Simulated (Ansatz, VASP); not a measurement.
# Sr in VASP and in Ansatz

The input INCAR:

```
  ALGO = Normal
  EDIFF = 1E-6
  ENCUT = 520
  GGA = PS
  ISIF = 2
  ISMEAR = -1
  LASPH = True
  LCHARG = True
  LELF = True
  LREAL = False
  LVHAR = True
  LWAVE = False
  NBANDS = 11
  NELM = 100
  PREC = Accurate
  SIGMA = 0.1
```

The input KPOINTS:

```
k-points
0
Gamma
  10 10 10
```

The input POSCAR:

```
Sr
1.0
    3.8251470136      0.0000000000      0.0000000000
    0.0000000000      3.8251470136      0.0000000000
    0.0000000000      0.0000000000      3.8251470136
Sr
1
Direct
    0.0000000000      0.0000000000      0.0000000000
```

Input for Ansatz:

```yaml
crystal:
  lattice:
    - [3.8251470136, 0.0, 0.0]
    - [0.0, 3.8251470136, 0.0]
    - [0.0, 0.0, 3.8251470136]
  atoms:
    - { symbol: Sr, position: [0.0, 0.0, 0.0] }
hamiltonian:
  xc: pbesol
  pseudopotentials:
    kind: paw
    azcp:
      Sr: "pseudopotentials/Sr.paw.azcp"
basis:
  ecutwfc: 420
  fft_grid_basis: typed
kpoints:
  mp_grid: { grid: [10, 10, 10], shift: [0, 0, 0] }
magnetization:
  spin_polarized: false
scf:
  occupations: { method: fermi_dirac, width: 0.1 }
  lower_state_search: "off"
output:
  stress: true
```

Alike in both runs: task single point; functional PBEsol; k mesh 10 × 10 × 10; occupations fermi-dirac, width 0.1 eV; no spin polarisation.

```csv
,VASP,Ansatz
version,VASP 6.6.1,Ansatz 0.2.0
potentials or method,"VASP PAW PBE potentials, release 64 (Sr_sv), cutoff 520 eV","plane waves (420 eV) with PAW, scalar-relativistic"
valence electrons in the cell,10,10
```

```csv
,VASP,Ansatz,Ansatz less VASP
pressure (GPa),-0.3,-0.3,-0.01
```

VASP's potentials were made for PBE, not for PBEsol, and Ansatz warns of the same on its side.
